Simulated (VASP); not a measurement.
# SrCl2: single point with PBE

Crystal: SrCl2.

```xyz
3
Lattice="0.0000 3.4855 3.4855 3.4855 0.0000 3.4855 3.4855 3.4855 0.0000" Properties=species:S:1:pos:R:3 pbc="T T T"
Sr    0.0000    0.0000    0.1500
Cl    1.7428    1.7428    1.7428
Cl    5.2283    5.2283    5.2283
```

This cell differs from its parent crystal: one atom moved.

| Item | Value |
| --- | --- |
| Program | VASP 6.6.1 |
| Task | single point |
| Functional | PBE |
| Potentials or basis | VASP PAW PBE potentials, release 64 (Sr_sv, Cl) |
| Cutoff | 520 eV |
| k mesh | 6 × 6 × 6 |
| Occupations | gaussian, width 0.02 eV |
| Spin | no spin polarisation |

* Pressure: 1.4 GPa
* Largest force: 0.417 eV/Å
* Band gap on the k mesh: 5.32 eV, indirect (least direct gap 5.50 eV)

Forces on the atoms (eV/Å):
```
Sr   0.000  0.000 -0.417
Cl   0.000  0.000  0.209
Cl   0.000  0.000  0.209
```

Stress tensor (GPa, compression positive):
```
1.49 0.00 0.00
0.00 1.49 0.00
0.00 0.00 1.34
```

Levels at points of the mesh, in eV from the valence-band top:
```csv
k point,band 9,band 10,band 11,band 12,band 13,band 14,band 15,band 16
"(0.00, 0.00, 0.00)",-2.15,-0.38,-0.36,-0.36,5.32,6.07,6.16,8.76
"(0.50, 0.00, 0.00)",-1.52,-1.32,-1.08,-1.07,6.68,6.72,7.34,8.04
"(0.50, 0.50, 0.00)",-1.91,-0.42,-0.42,-0.03,5.51,7.09,7.54,8.03
"(0.00, 0.50, 0.50)",-1.90,-0.48,-0.41,0.00,5.50,7.02,7.56,7.79
```

Run time: 99 s on 1 thread of Intel Xeon 8259CL, with other jobs on the host, peak memory 0.25 GiB.

Caveat: the cell differs from its parent crystal (one atom moved). A k mesh can miss the band edges.
